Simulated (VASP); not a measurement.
Here is a VASP 6.6.1 calculation.

File INCAR:

```
PREC = Accurate
ENCUT = 520
EDIFF = 1E-6
ISMEAR = 0
SIGMA = 0.1
LREAL = F
LASPH = T
NELM = 60
ALGO = Normal
ISIF = 2
LWAVE = F
LCHARG = F
GGA = PE
NBANDS = 25
```

KPOINTS

```
Automatic mesh
0
Gamma
  4 4 6
```

File POSCAR:

```
Si3N4
1.0
    2.8571571482     -3.6796735128      0.0000000000
    2.8571571482      3.6796735128      0.0000000000
    0.0000000000      0.0000000000      2.7935482017
Si N
3 4
Direct
    0.5000000000      0.0000000000      0.5000000000
    0.0000000000      0.5000000000      0.5000000000
    0.0000000000      0.0000000000      0.0000000000
    0.7809335195      0.7809335195      0.5000000000
    0.2190664805      0.2190664805      0.5000000000
    0.2446059867      0.7553940133      0.0000000000
    0.7553940133      0.2446059867      0.0000000000
```

Potentials or basis: VASP PAW PBE potentials, release 64 (Si, N).

The run is started by

```bash
$ cat potpaw_PBE.64/Si/POTCAR potpaw_PBE.64/N/POTCAR > POTCAR
$ mpirun -np 1 vasp_std > vasp.out
```

Q: Predict the band gap on the k mesh.

A: 0.81 eV (least direct gap 1.60 eV).

Q: Predict the pressure.

A: 0.0 GPa.

Q: Estimate the largest force.

A: 0.014 eV/Å.

Forces in eV/Å, atoms in the order of the input:
```
Si   0.000  0.000  0.000
Si   0.000  0.000  0.000
Si   0.000  0.000  0.000
N    0.006  0.000  0.000
N   -0.006  0.000  0.000
N    0.000  0.014  0.000
N    0.000 -0.014  0.000
```

A k mesh can miss the band edges.
